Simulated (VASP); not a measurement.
# Pt (Fm-3m) in VASP: further runs

Runs on Pt. Level: r2SCAN. Tasks: single point, relaxation of volume and atoms at fixed shape.

Program: VASP 6.6.1. These are calculated values, not measurements. Logs are shortened: lines on timing, memory, paths and dates and some standing lists are left out, and cuts for length are marked.

## Step 1: The cell of the first run

It takes space group Fm-3m (No. 225, cubic). Conventional cell: a = 3.936 Å, b = 3.936 Å, c = 3.936 Å, α = 90.00°, β = 90.00°, γ = 90.00°. Within 3.7 Å of Pt (site symmetry m-3m) lie 12 Pt at 2.78 Å.

## Step 2: Single point, r2SCAN

Contents of POSCAR:

```
Pt
1.0
    0.0000000000      1.9680205970      1.9680205970
    1.9680205970      0.0000000000      1.9680205970
    1.9680205970      1.9680205970      0.0000000000
Pt
1
Direct
    0.0000000000      0.0000000000      0.0000000000
```

Contents of INCAR.step1:

```
PREC = Accurate
ENCUT = 550
ISMEAR = 1
SIGMA = 0.1
LREAL = F
LASPH = T
NELM = 120
NBANDS = 11
GGA = PE
ALGO = Normal
EDIFF = 1E-5
LWAVE = T
LCHARG = F
GGA_COMPAT = F
```

Contents of INCAR.step2:

```
PREC = Accurate
ENCUT = 550
EDIFF = 1E-6
ISMEAR = 1
SIGMA = 0.1
LREAL = F
LASPH = T
NELM = 120
ALGO = Normal
ISIF = 2
LWAVE = F
LCHARG = F
METAGGA = R2SCAN
LMIXTAU = T
NBANDS = 11
ISTART = 1
GGA_COMPAT = F
```

Contents of KPOINTS:

```
regular mesh
0
Gamma
  8 8 8
```

Potentials or basis: VASP PAW PBE potentials, release 64 (Pt).

Run with:

```sh
> cat potpaw_PBE.64/Pt/POTCAR > POTCAR
> cp INCAR.step1 INCAR
> mpirun -np 1 vasp_std > vasp.out
> cp INCAR.step2 INCAR
> mpirun -np 1 vasp_std > vasp.out
```

OUTCAR:

```text
PREC = Accurate
   ENCUT = 550
   EDIFF = 1E-6
   ISMEAR = 1
   LREAL = F
   LASPH = T
   NELM = 120
   ISIF = 2
   METAGGA = R2SCAN
   ISTART = 1

 ion  position               nearest neighbor table
   1  0.000  0.000  0.000-

  LATTYP: Found a face centered cubic cell.
 ALAT       =     3.9360411940

  Lattice vectors:

 A1 = (   0.0000000000,   1.9680205970,   1.9680205970)
 A2 = (   1.9680205970,   0.0000000000,   1.9680205970)
 A3 = (   1.9680205970,   1.9680205970,   0.0000000000)

Analysis of symmetry for initial positions (statically):
=====================================================================
 Subroutine PRICEL returns:
 Original cell was already a primitive cell.

 Routine SETGRP: Setting up the symmetry group for a
 face centered cubic supercell.

 Subroutine GETGRP returns: Found 48 space group operations
 (whereof 48 operations were pure point group operations)
 out of a pool of 48 trial point group operations.

The static configuration has the point symmetry O_h .

Analysis of symmetry for dynamics (positions and initial velocities):
=====================================================================
 Subroutine PRICEL returns:
 Original cell was already a primitive cell.

 Routine SETGRP: Setting up the symmetry group for a
 face centered cubic supercell.

 Subroutine GETGRP returns: Found 48 space group operations
 (whereof 48 operations were pure point group operations)
 out of a pool of 48 trial point group operations.

The dynamic configuration has the point symmetry O_h .

 Subroutine INISYM returns: Found 48 space group operations
 (whereof 48 operations are pure point group operations),
 and found     1 'primitive' translations

----------------------------------------------------------------------------------------

                                     Primitive cell

  volume of cell :      15.2447

  direct lattice vectors                    reciprocal lattice vectors
     0.000000000  1.968020597  1.968020597    -0.254062382  0.254062382  0.254062382
     1.968020597  0.000000000  1.968020597     0.254062382 -0.254062382  0.254062382
     1.968020597  1.968020597  0.000000000     0.254062382  0.254062382 -0.254062382

  length of vectors
     2.783201419  2.783201419  2.783201419     0.440048953  0.440048953  0.440048953

  position of ions in fractional coordinates (direct lattice)
     0.000000000  0.000000000  0.000000000

  ion indices of the primitive-cell ions
   primitive index   ion index
                 1           1

----------------------------------------------------------------------------------------

 KPOINTS: regular mesh

Automatic generation of k-mesh.
 Grid dimensions read from file:
 generate k-points for:    8    8    8

 Generating k-lattice:

  Cartesian coordinates                     Fractional coordinates (reciprocal lattice)
    -0.031757798  0.031757798  0.031757798     0.125000000  0.000000000  0.000000000
     0.031757798 -0.031757798  0.031757798     0.000000000  0.125000000  0.000000000
     0.031757798  0.031757798 -0.031757798     0.000000000  0.000000000  0.125000000

  Length of vectors
     0.055006119  0.055006119  0.055006119

  Shift w.r.t. Gamma in fractional coordinates (k-lattice)
     0.000000000  0.000000000  0.000000000

 Subroutine IBZKPT returns following result:
 ===========================================

 Found     29 irreducible k-points:

 Following reciprocal coordinates:
            Coordinates               Weight
  0.000000  0.000000  0.000000      1.000000
  0.125000  0.000000  0.000000      8.000000
  0.250000  0.000000  0.000000      8.000000
  0.375000  0.000000  0.000000      8.000000
  0.500000  0.000000  0.000000      4.000000
  0.125000  0.125000  0.000000      6.000000
[... 16 lines left out ...]
  0.500000  0.250000  0.125000     48.000000
 -0.375000  0.250000  0.125000     24.000000
 [... further k-points ...]
   k-points           NKPTS =     29   k-points in BZ     NKDIM =     29   number of bands    NBANDS=     11
   number of dos      NEDOS =    301   number of ions     NIONS =      1
   total plane-waves  NPLWV =  13824
   dimension x,y,z NGX =    24 NGY =   24 NGZ =   24
   dimension x,y,z NGXF=    48 NGYF=   48 NGZF=   48
   ions per type =               1
   NGX,Y,Z   is equivalent  to a cutoff of  14.34, 14.34, 14.34 a.u.
   NGXF,Y,Z  is equivalent  to a cutoff of  28.67, 28.67, 28.67 a.u.
 SYSTEM =  unknown system
   PREC   = accura    normal or accurate (medium, high low for compatibility)
   ISTART =      1    job   : 0-new  1-cont  2-samecut
   ICHARG =      0    charge: 1-file 2-atom 10-const
   ISPIN  =      1    spin polarized calculation?
   LNONCOLLINEAR =      F non collinear calculations
   LSORBIT =      F    spin-orbit coupling
   LASPH  =      T    aspherical Exc in radial PAW
   ENCUT  =  550.0 eV  40.42 Ry    6.36 a.u.   5.32  5.32  5.32*2*pi/ulx,y,z
   NELM   =    120;   NELMIN=  2; NELMDL=  0     # of ELM steps
   EDIFF  = 0.1E-05   stopping-criterion for ELM
   LREAL  =      F    real-space projection
   EDIFFG = 0.1E-04   stopping-criterion for IOM
   NSW    =      0    number of steps for IOM
   IBRION =     -1    ionic relax: 0-MD 1-quasi-New 2-CG
   NFREE  =      0    steps in history (QN), initial steepest desc. (CG)
   ISIF   =      2    stress and relaxation
   ISYM   =      2    0-nonsym 1-usesym 2-fastsym
   POTIM  = 0.5000    time-step for ionic-motion
   TEBEG  =    0.0;   TEEND  =   0.0 temperature during run
   PSTRESS=    0.0 pullay stress
   NELECT =      10.0000    total number of electrons
   NUPDOWN=      -1.0000    fix difference up-down
   EMIN   =  10.00;   EMAX   =-10.00  energy-range for DOS
   EFERMI =   0.00;   METHOD = LEGACY
   ISMEAR =     1;   SIGMA  =   0.10  broadening in eV -4-tet -1-fermi 0-gaus
   EFERMI_NEDOS =   21; number of points for ismear=-14 and -15
   IALGO  =     38    algorithm
   IMIX   =      4    mixing-type and parameters
     AMIX     =   0.40;   BMIX     =  1.00
     AMIX_MAG =   1.60;   BMIX_MAG =  1.00
  volume/ion in A,a.u.               =      15.24       102.88
  Fermi-wavevector in a.u.,A,eV,Ry     =   1.422444  2.688029 27.529308  2.023347
  Thomas-Fermi vector in A             =   2.543147
   LORBIT       =      0    0 simple, 1 ext, 2 COOP (PROOUT), +10 PAW based schemes
   METAGGA = R2SCAN    functional components
   LHFCALC =     F    Hartree Fock is set to
   AEXX    =    0.0000 exact exchange contribution
   IVDW    =     0    specifies the selected vdW correction
   LEPSILON=     F    determine dielectric tensor
   LRPA    =     F    only Hartree local field effects (RPA)
 non-spin polarized calculation
 Methfessel and Paxton  Order N= 1 SIGMA  =   0.10
  energy-cutoff  :      550.00
  volume of cell :       15.24
 maximum number of plane-waves:       459
 NGX is ok and might be reduce to    24
   NGX = 11   NGY = 11   NGZ = 11

 number of electron      10.0000000 magnetization

 Free energy of the ion-electron system (eV)
  ---------------------------------------------------
  ext. energy  EPLUGINS =         0.00000000
  ---------------------------------------------------
  free energy    TOTEN  =       -51.47925954 eV

  energy without entropy =      -51.47914157  energy(sigma->0) =      -51.47922022

 E-fermi :  10.7420     XC(G=0): -14.5781

 val. band max:       10.7260834801   @ k =  -0.2500   0.1250   0.0000
 cond. band min:      10.7760954009   @ k =   0.3750   0.2500   0.1250
 fundamental gap:      0.0500119208
 Fermi energy:        10.7420139451

 k-point     1 :       0.0000    0.0000    0.0000
  band No.  band energies     occupation
      1       0.4260      2.00000
      2       6.9228      2.00000
      3       6.9228      2.00000
      4       6.9228      2.00000
      5       9.0444      2.00000
      6       9.0444      2.00000
      7      26.3244      0.00000
      8      31.4327      0.00000
      9      31.4327      0.00000
     10      31.4327      0.00000
     11      37.2860      0.00000

 k-point     2 :       0.1250    0.0000    0.0000
  band No.  band energies     occupation
      1       1.0555      2.00000
      2       6.6795      2.00000
      3       7.1460      2.00000
      4       7.1460      2.00000
      5       8.9469      2.00000
      6       8.9469      2.00000
      7      27.2146      0.00000
      8      28.9241      0.00000
      9      32.3748      0.00000
     10      32.3748      0.00000
     11      38.2327      0.00000

 k-point     3 :       0.2500    0.0000    0.0000
  band No.  band energies     occupation
      1       2.5208      2.00000
      2       6.6006      2.00000
      3       7.2875      2.00000
      4       7.2875      2.00000
      5       9.2534      2.00000
      6       9.2534      2.00000
      7      24.8163      0.00000
      8      28.0635      0.00000
      9      34.4076      0.00000
     10      34.4076      0.00000
     11      35.4903      0.00000

 k-point     4 :       0.3750    0.0000    0.0000
  band No.  band energies     occupation
      1       3.2925      2.00000
      2       6.9906      2.00000
      3       6.9906      2.00000
      4       8.3880      2.00000
      5      10.2428      2.00000
      6      10.2428      2.00000
      7      19.9866      0.00000
      8      26.6513      0.00000
      9      32.1173      0.00000
     10      32.1173      0.00000
     11      38.4396      0.00000
[... 239 lines left out ...]
 k-point    22 :       0.3750    0.2500    0.1250
  band No.  band energies     occupation
      1       3.8443      2.00000
      2       5.5816      2.00000
      3       6.8889      2.00000
      4       8.6200      2.00000
      5       8.6643      2.00000
      6      10.7761      0.45862
      7      25.0087      0.00000
      8      27.1548      0.00000
      9      29.6873      0.00000
     10      32.0340      0.00000
     11      36.0566      0.00000

 k-point    23 :       0.5000    0.2500    0.1250
  band No.  band energies     occupation
      1       4.6310      2.00000
      2       6.1078      2.00000
      3       6.3915      2.00000
      4       8.2866      2.00000
      5      10.0142      2.00000
      6      12.7943      0.00000
      7      20.5142      0.00000
      8      25.7994      0.00000
      9      27.8624      0.00000
     10      32.2241      0.00000
     11      36.2357      0.00000

 k-point    24 :      -0.3750    0.2500    0.1250
  band No.  band energies     occupation
      1       4.6338      2.00000
      2       5.8834      2.00000
      3       7.3113      2.00000
      4       8.0100      2.00000
      5      10.5674      2.03315
      6      15.4556      0.00000
      7      16.5583      0.00000
      8      26.1267      0.00000
      9      26.6554      0.00000
     10      30.9280      0.00000
     11      38.1034      0.00000

 [... further k-points ...]
[... 5 lines left out ...]
  --------------------------------------------------------------------------------------
  -------------------------------------------------------------------------------------
  Total        0.0704186      0.0704186      0.0704186     -0.0000000      0.0000000      0.0000000
  in kB        7.4008090      7.4008090      7.4008090     -0.0000000      0.0000000      0.0000000
  external PRESSURE =       7.4008090 kB  Pullay stress =       0.0000000 kB

 VOLUME and BASIS-vectors are now :
 -----------------------------------------------------------------------------
  energy-cutoff  :      550.00
  volume of cell :       15.24
      direct lattice vectors                 reciprocal lattice vectors
     0.000000000  1.968020597  1.968020597    -0.254062382  0.254062382  0.254062382
     1.968020597  0.000000000  1.968020597     0.254062382 -0.254062382  0.254062382
     1.968020597  1.968020597  0.000000000     0.254062382  0.254062382 -0.254062382

 POSITION                                       TOTAL-FORCE (eV/Angst)
 -----------------------------------------------------------------------------------
      0.00000      0.00000      0.00000         0.000000     -0.000000      0.000000
 -----------------------------------------------------------------------------------
    total drift:                               -0.000000      0.000000     -0.000000

  FREE ENERGIE OF THE ION-ELECTRON SYSTEM (eV)
  ---------------------------------------------------
  free  energy   TOTEN  =       -51.4792595417 eV

  energy  without entropy=      -51.4791415693  energy(sigma->0) =      -51.47922022
```

It took 15 s on 1 thread of Intel Xeon Platinum 8488C (Sapphire Rapids), shared host; peak memory 0.14 GiB.

What came out:

```
Free energy            : -51.4793 eV
Pressure               : 0.7 GPa
Band gap on the k mesh : zero (bands 5 and 6 overlap by 2.33 eV)
```

Caveat: the PAW data sets were made with another functional, which shifts forces and pressure a little; spin-orbit coupling is left out, which moves the levels of the heavy elements.

## Step 3: Relaxation of volume and atoms at fixed shape, r2SCAN

This run uses another cell than the first one, of 15.08 Å³/atom.

Contents of POSCAR:

```
Pt
1.0
    0.0000000000      1.9609000000      1.9609000000
    1.9609000000      0.0000000000      1.9609000000
    1.9609000000      1.9609000000      0.0000000000
Pt
1
Direct
    0.0000000000      0.0000000000      0.0000000000
```

Contents of INCAR.step1:

```
SYSTEM = Pt
PREC = Accurate
ENCUT = 550
ISMEAR = 1
SIGMA = 0.1
LREAL = .False.
LASPH = .True.
NELM = 120
GGA = PE
ALGO = Normal
EDIFF = 1E-5
LWAVE = .True.
LCHARG = .False.
GGA_COMPAT = .False.
IBRION = 2
ISIF = 3
EDIFFG = -0.005
NELMIN = 4
NSW = 100
```

Contents of INCAR.step2:

```
SYSTEM = Pt
PREC = Accurate
ENCUT = 550
EDIFF = 1E-7
ISMEAR = 1
SIGMA = 0.1
LREAL = .False.
LASPH = .True.
NELM = 120
ALGO = Normal
ISIF = 8
LWAVE = .False.
LCHARG = .False.
METAGGA = R2SCAN
LMIXTAU = .True.
IBRION = 2
NSW = 80
EDIFFG = -0.03
ISTART = 1
GGA_COMPAT = .False.
NELMIN = 4
```

Contents of KPOINTS:

```
Automatic mesh
0
Gamma
  8 8 8
  0 0 0
```

Potentials or basis: VASP PAW PBE potentials, release 64 (Pt).

Run with:

```sh
> cat potpaw_PBE.64/Pt/POTCAR > POTCAR
> cp INCAR.step1 INCAR
> mpirun -np 1 vasp_std > vasp.out
> cp INCAR.step2 INCAR
> mpirun -np 1 vasp_std > vasp.out
```

Run time: 43 s. Hardware: 1 thread of Intel Xeon Platinum 8488C (Sapphire Rapids), shared host; peak memory 0.15 GiB.

The run converged. Its results:

- Free energy: -51.4793 eV
- Relaxed volume: 15.28 Å³/atom
- Relaxed cell: a = 2.786 Å, b = 2.786 Å, c = 2.786 Å, α = 60.00°, β = 60.00°, γ = 60.00°
- Space group after relaxing (to 0.1 Å): Fm-3m (No. 225)
- Energy gained by relaxing: 2.4 meV/atom
- Ionic steps: 3
- Pressure after relaxing: 0.0 GPa
- Band gap on the k mesh: zero (bands 5 and 6 overlap by 2.32 eV)

Step by step:
| step | energy change (eV) | largest force (eV/Å) | pressure (GPa) | volume (Å³) |
| --- | --- | --- | --- | --- |
| 1 | 0.0000 | 0.0000 | 3.88 | 15.08 |
| 2 | 0.0169 | 0.0000 | -9.52 | 15.89 |
| 3 | -0.0024 | 0.0000 | 0.02 | 15.28 |

Final structure:
```
CELL_PARAMETERS angstrom
0.00000 1.96966 1.96966
1.96966 0.00000 1.96966
1.96966 1.96966 0.00000
ATOMIC_POSITIONS crystal
Pt 0.00000 0.00000 0.00000
```

Levels at points of the mesh, in eV from the Fermi level:
```
           k point  band 2  band 3  band 4  band 5  band 6  band 7  band 8  band 9
(0.00, 0.00, 0.00)   -3.80   -3.80   -3.80   -1.69   -1.69   15.59   20.68   20.68
(0.50, 0.00, 0.00)   -3.90   -3.90   -0.19    0.04    0.04    6.09   15.23   19.92
(0.50, 0.50, 0.00)   -6.68   -0.04    0.53    0.53    2.03    9.24   12.04   12.04
```

Caveat: the PAW data sets were made with another functional, which shifts forces and pressure a little; spin-orbit coupling is left out, which moves the levels of the heavy elements.
